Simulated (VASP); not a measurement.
# SnSe2 (P-3m1) in VASP: settings compared, part 2 of 2

VASP 6.6.1.

### Step 3. Single point, HSE06

This run uses another cell than the first one, of 26.30 Å³/atom.

File POSCAR:

```
SnSe2
1.0
    3.8251491972      0.0000000000      0.0000000000
   -1.9125745986      3.3126763781      0.0000000000
    0.0000000000      0.0000000000      6.2270814759
Sn Se
1 2
Direct
    0.0000000000      0.0000000000      0.0000000000
    0.3333333333      0.6666666667      0.2530781097
    0.6666666667      0.3333333333      0.7469218903
```

File INCAR.step1:

```
PREC = Accurate ; ENCUT = 400
EDIFF = 1E-5 ; ISMEAR = 0
SIGMA = 0.01 ; LREAL = F
LASPH = T ; NELM = 120
ALGO = Normal ; ISIF = 2
LWAVE = T ; LCHARG = F
GGA = PE ; NBANDS = 20
GGA_COMPAT = F ; KPAR = 4
```

File INCAR.step2:

```
PREC = Accurate ; ENCUT = 400
EDIFF = 1E-6 ; ISMEAR = 0
SIGMA = 0.01 ; LREAL = F
LASPH = T ; NELM = 120
ALGO = Normal ; ISIF = 2
LWAVE = F ; LCHARG = F
GGA = PE ; LHFCALC = T
HFSCREEN = 0.2079 ; PRECFOCK = Normal
ISTART = 1 ; NBANDS = 20
GGA_COMPAT = F ; KPAR = 4
```

File KPOINTS:

```
regular mesh
0
Gamma
  6 6 4
```

Potentials or basis: VASP PAW PBE potentials, release 64 (Sn_d, Se).

Started as:

```console
$ cat potpaw_PBE.64/Sn_d/POTCAR potpaw_PBE.64/Se/POTCAR > POTCAR
$ cp INCAR.step1 INCAR
$ mpirun -np 4 vasp_std > vasp.out
$ cp INCAR.step2 INCAR
$ mpirun -np 4 vasp_std > vasp.out
```

OUTCAR:

```text
PREC = Accurate
   ENCUT = 400
   EDIFF = 1E-6
   ISMEAR = 0
   LREAL = F
   LASPH = T
   NELM = 120
   ISIF = 2
   GGA = PE
   LHFCALC = T
   HFSCREEN = 0.2079
   PRECFOCK = Normal
   ISTART = 1

 ion  position               nearest neighbor table
   1  0.000  0.000  0.000-   2 2.71   3 2.71   3 2.71   2 2.71   3 2.71   2 2.71
   2  0.333  0.667  0.253-   1 2.71   1 2.71   1 2.71
   3  0.667  0.333  0.747-   1 2.71   1 2.71   1 2.71

  LATTYP: Found a hexagonal cell.
 ALAT       =     3.8251491972
 C/A-ratio  =     1.6279316583

  Lattice vectors:

 A1 = (   3.8251491972,   0.0000000000,   0.0000000000)
 A2 = (  -1.9125745986,   3.3126763781,   0.0000000000)
 A3 = (   0.0000000000,   0.0000000000,   6.2270814759)

Analysis of symmetry for initial positions (statically):
=====================================================================
 Subroutine PRICEL returns:
 Original cell was already a primitive cell.

 Routine SETGRP: Setting up the symmetry group for a
 hexagonal supercell.

 Subroutine GETGRP returns: Found 12 space group operations
 (whereof 12 operations were pure point group operations)
 out of a pool of 24 trial point group operations.

The static configuration has the point symmetry D_3d.

Analysis of symmetry for dynamics (positions and initial velocities):
=====================================================================
 Subroutine PRICEL returns:
 Original cell was already a primitive cell.

 Routine SETGRP: Setting up the symmetry group for a
 hexagonal supercell.

 Subroutine GETGRP returns: Found 12 space group operations
 (whereof 12 operations were pure point group operations)
[... 122 lines left out ...]
     AMIX     =   0.40;   BMIX     =  1.00
     AMIX_MAG =   1.60;   BMIX_MAG =  1.00
  volume/ion in A,a.u.               =      26.30       177.50
  Fermi-wavevector in a.u.,A,eV,Ry     =   1.130738  2.136785 17.395978  1.278568
  Thomas-Fermi vector in A             =   2.267435
   LORBIT       =      0    0 simple, 1 ext, 2 COOP (PROOUT), +10 PAW based schemes
   GGA     = PE    functional components
   LHFCALC =     T    Hartree Fock is set to
   PRECFOCK=normal    Normal, Fast or Accurate (Low or Medium for compatibility)
   ENCUT4O =  -1.0   cutoff for four orbital integrals eV
   NKREDX  =     1    reduce k-point grid by
   NKREDY  =     1    reduce k-point grid by
   NKREDZ  =     1    reduce k-point grid by
   AEXX    =    0.2500 exact exchange contribution
   HFSCREEN=    0.2079 screening length (either q_TF or 0.3 A-1)
   HFSCREENC=   0.2079 screening length for correlation (either q_TF or 0.3 A-1)
   ENCUTFOCK=  -1.0 apply spherical cutoff to Coloumb kernel
   IVDW    =     0    specifies the selected vdW correction
   LEPSILON=     F    determine dielectric tensor
   LRPA    =     F    only Hartree local field effects (RPA)
 non-spin polarized calculation
 Gauss-broadening in eV      SIGMA  =   0.01
  energy-cutoff  :      400.00
  volume of cell :       78.91
 maximum number of plane-waves:      1454
 NGX is ok and might be reduce to    28
  NGX = 20; NGY = 20; NGZ = 32

 number of electron      25.9999995 magnetization

 Free energy of the ion-electron system (eV)
  ---------------------------------------------------
  ext. energy  EPLUGINS =         0.00000000
  ---------------------------------------------------
  free energy    TOTEN  =       -14.53955703 eV

  energy without entropy =      -14.53955703  energy(sigma->0) =      -14.53955703

 E-fermi :   3.4090     XC(G=0):  -7.7970

 val. band max:        3.3641294214   @ k =   0.1667   0.0000   0.2500
 cond. band min:       4.7839650568   @ k =   0.5000  -0.0000   0.5000
 fundamental gap:      1.4198356355
 Fermi energy:         3.4089893178

 k-point     1 :       0.0000    0.0000    0.0000
  band No.  band energies     occupation
      1     -19.8915      2.00000
      2     -19.8915      2.00000
      3     -19.8382      2.00000
      4     -19.8285      2.00000
      5     -19.8285      2.00000
      6     -11.6858      2.00000
[... 541 lines left out ...]
     19      13.5745      0.00000
     20      13.5848      0.00000

------------------------ aborting loop because EDIFF is reached ----------------------------------------

  FORCE on cell =-STRESS in cart. coord.  units (eV):
  Direction    XX          YY          ZZ          XY          YZ          ZX
  --------------------------------------------------------------------------------------
  -------------------------------------------------------------------------------------
  Total       -0.0045410     -0.0045410     -0.0541226     -0.0000000     -0.0000000      0.0000000
  in kB       -0.0922036     -0.0922036     -1.0989482     -0.0000000     -0.0000000      0.0000000
  external PRESSURE =      -0.4277851 kB  Pullay stress =       0.0000000 kB

 VOLUME and BASIS-vectors are now :
 -----------------------------------------------------------------------------
  energy-cutoff  :      400.00
  volume of cell :       78.91
      direct lattice vectors                 reciprocal lattice vectors
     3.825149197  0.000000000  0.000000000     0.261427711  0.150935359  0.000000000
    -1.912574599  3.312676378  0.000000000     0.000000000  0.301870719  0.000000000
     0.000000000  0.000000000  6.227081476     0.000000000  0.000000000  0.160588874

 POSITION                                       TOTAL-FORCE (eV/Angst)
 -----------------------------------------------------------------------------------
      0.00000      0.00000      0.00000        -0.000000      0.000000      0.000000
     -0.00000      2.20845      1.57594        -0.000000      0.000000     -0.236991
      1.91257      1.10423      4.65114         0.000000     -0.000000      0.236991
 -----------------------------------------------------------------------------------
    total drift:                                0.000000      0.000000     -0.000001

  FREE ENERGIE OF THE ION-ELECTRON SYSTEM (eV)
  ---------------------------------------------------
  free  energy   TOTEN  =       -14.5395570263 eV

  energy  without entropy=      -14.5395570263  energy(sigma->0) =      -14.53955703
```

Run time: 22 min. Hardware: 4 MPI ranks of Intel Xeon Platinum 8375C at 2.90GHz (Ice Lake), shared host; peak memory 0.29 GiB.

Results:

```
Free energy            : -14.5396 eV
Pressure               : 0.0 GPa
Largest force          : 0.237 eV/Å
Band gap on the k mesh : 1.42 eV (least direct gap 1.89 eV)
```

Forces in eV/Å, atoms in the order of the input:
```
Sn   0.000  0.000  0.000
Se   0.000  0.000 -0.237
Se   0.000  0.000  0.237
```

Caveat: the PAW data sets were made with another functional, which shifts forces and pressure a little; spin-orbit coupling is left out, which moves the levels of the heavy elements; this functional lacks dispersion, which binds layers or chains, so the pressure and a relaxed spacing across them are unreliable. A k mesh can miss the band edges.

### Step 4. Single point, HF

This run uses another cell than the first one, of 26.30 Å³/atom.

POSCAR is that of step 3.

File INCAR.step1:

```
SYSTEM = SnSe2
PREC = Accurate ; ENCUT = 400
EDIFF = 1E-5 ; ISMEAR = 0
SIGMA = 0.01 ; LREAL = .FALSE.
LASPH = .TRUE. ; NELM = 120
ALGO = Normal ; ISIF = 2
LWAVE = .TRUE. ; GGA = PE
NBANDS = 20 ; GGA_COMPAT = .FALSE.
KPAR = 4
```

File INCAR.step2:

```
SYSTEM = SnSe2
PREC = Accurate ; ENCUT = 400
EDIFF = 1E-6 ; ISMEAR = 0
SIGMA = 0.01 ; LREAL = .FALSE.
LASPH = .TRUE. ; NELM = 120
ALGO = Normal ; ISIF = 2
LWAVE = .FALSE. ; LCHARG = .TRUE.
GGA = PE ; LHFCALC = .TRUE.
AEXX = 1.0 ; ALDAC = 0.0
AGGAC = 0.0 ; PRECFOCK = Normal
LVHAR = .TRUE. ; ISTART = 1
NBANDS = 20 ; GGA_COMPAT = .FALSE.
KPAR = 4
```

File KPOINTS:

```
Automatic mesh
0
G
  6 6 4
  0 0 0
```

Started as:

```console
$ cat potpaw_PBE.64/Sn_d/POTCAR potpaw_PBE.64/Se/POTCAR > POTCAR
$ cp INCAR.step1 INCAR
$ mpirun -np 4 vasp_std > vasp.out
$ cp INCAR.step2 INCAR
$ mpirun -np 4 vasp_std > vasp.out
```

It took 51 min on 4 MPI ranks of Intel Xeon Platinum 8375C at 2.90GHz (Ice Lake), shared host; peak memory 0.2 GiB.

The run converged. Its results:

* Free energy: -25.9145 eV
* Pressure: 0.3 GPa
* Largest force: 0.989 eV/Å
* Band gap on the k mesh: 6.78 eV (least direct gap 7.35 eV)

Forces in eV/Å, atoms in the order of the input:
```
Sn   0.000  0.000  0.000
Se   0.000  0.000 -0.989
Se   0.000  0.000  0.989
```

Stress tensor (GPa, compression positive):
```
 1.26  0.00  0.00
 0.00  1.26  0.00
 0.00  0.00 -1.48
```

Levels at points of the mesh, in eV from the valence-band top:
```csv
k point,band 10,band 11,band 12,band 13,band 14,band 15,band 16,band 17
"(0.00, 0.00, 0.00)",-0.81,-0.31,-0.31,-0.31,7.47,9.80,11.76,11.76
"(0.50, 0.00, 0.00)",-4.01,-3.36,-1.52,-0.32,7.12,10.56,12.01,12.52
"(0.00, 0.00, 0.50)",-0.95,-0.95,-0.12,-0.12,9.10,9.76,11.36,11.36
"(0.50, 0.00, 0.50)",-3.11,-2.66,-1.20,-0.83,6.78,10.86,11.59,12.58
```

Caveat: the PAW data sets were made with another functional, which shifts forces and pressure a little; spin-orbit coupling is left out, which moves the levels of the heavy elements. A k mesh can miss the band edges.

### Step 5. Summary

```csv
task,level,cell,k mesh,cutoff (eV),smearing,grid for exact exchange (PRECFOCK),share of exact exchange,screening parameter,gap on the mesh (eV),pressure (GPa),largest force (eV/Å)
relaxation of cell and atoms,r2SCAN+rVV10,"relaxed from a = 3.839, b = 3.839, c = 6.004 Å, angles 90.0, 90.0, 120.0°, 3 atoms, atomic positions A",12 × 12 × 4,550,fermi-dirac 0.02 eV,-,-,-,0.99,0.0,-
single point,HSE06,"a = 3.825, b = 3.825, c = 6.227 Å, angles 90.0, 90.0, 120.0°, 3 atoms, atomic positions B",6 × 6 × 4,400,gaussian 0.01 eV,Normal,0.25,0.2079 1/Å,1.42,0.0,0.24
single point,HF,"a = 3.825, b = 3.825, c = 6.227 Å, angles 90.0, 90.0, 120.0°, 3 atoms, atomic positions B",6 × 6 × 4,400,gaussian 0.01 eV,Normal,1,-,6.78,0.3,0.99
```

Alike in all rows: potentials or basis VASP PAW PBE potentials, release 64 (Sn_d, Se); no spin polarisation.

Caveats: the PAW data sets were made with another functional, which shifts forces and pressure a little; spin-orbit coupling is left out, which moves the levels of the heavy elements; this functional lacks dispersion, which binds layers or chains, so the pressure and a relaxed spacing across them are unreliable (at least some runs).

Total energies depend on the potentials used, so only differences within one code and one set of settings carry meaning.
